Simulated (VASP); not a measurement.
Write the native input for VASP 6.6.1 that does the following.

* Task: single point
* Functional: revPBE
* Potentials or basis: VASP PAW PBE potentials, release 64 (Mn_pv)
* Cutoff: 520 eV
* k mesh: 16 × 16 × 9
* Occupations: fermi-dirac, width 0.1 eV
* Spin: no spin polarisation
* Dipole correction: no
* Further INCAR settings: ALGO = Normal; EDIFF = 1e-06; NBANDS = 20

The structure of Mn lies in POSCAR:

```
Mn
1.0
   -1.3410826227      1.6315308462      1.1962202983
    1.6315308462     -1.3410826227      1.1962202983
    2.7337881028      2.7337881028     -0.6642638450
Mn
2
Direct
    0.0416895037      0.9583104963      0.0000000000
    0.7083104963      0.2916895037      0.5000000000
```

This isn't the form of Mn at room conditions, which is a 58-atom cubic cell.

The input as run:

INCAR

```
SYSTEM = Mn
ALGO     = Normal         ! electronic algorithm
EDIFF    = 1E-6           ! SCF threshold, eV
ENCUT    = 520            ! plane-wave cutoff, eV
GGA      = RE             ! functional
ISIF     = 2              ! what is computed and relaxed
ISMEAR   = -1             ! smearing method
LASPH    = .True.         ! aspherical terms in the spheres
LCHARG   = .True.         ! write CHGCAR
LELF     = .True.         ! ELF
LREAL    = .False.        ! projectors in reciprocal space
LVHAR    = .True.       
LWAVE    = .False.        ! write WAVECAR
NBANDS   = 20             ! bands
NELM     = 100            ! most SCF steps
PREC     = Accurate       ! precision mode
SIGMA    = 0.1            ! smearing width, eV
```

KPOINTS

```
k-points
0
Gamma
  16 16 9
  0 0 0
```

Potentials or basis: VASP PAW PBE potentials, release 64 (Mn_pv).

The run is started by

```console
$ cat potpaw_PBE.64/Mn_pv/POTCAR > POTCAR
$ mpirun -np 1 vasp_std > vasp.out
```

It gave:

* Pressure: 26.8 GPa
* Band gap on the k mesh: zero (bands 13 and 14 overlap by 2.16 eV)

Caveat: the cell stands under pressure; the PAW data sets were made with another functional, which shifts forces and pressure a little; the run has no spin polarisation, though such a crystal can be magnetic.

Wall time 4.6 min on 1 thread of Intel Xeon 8259CL, on a shared host, peak memory 0.29 GiB.
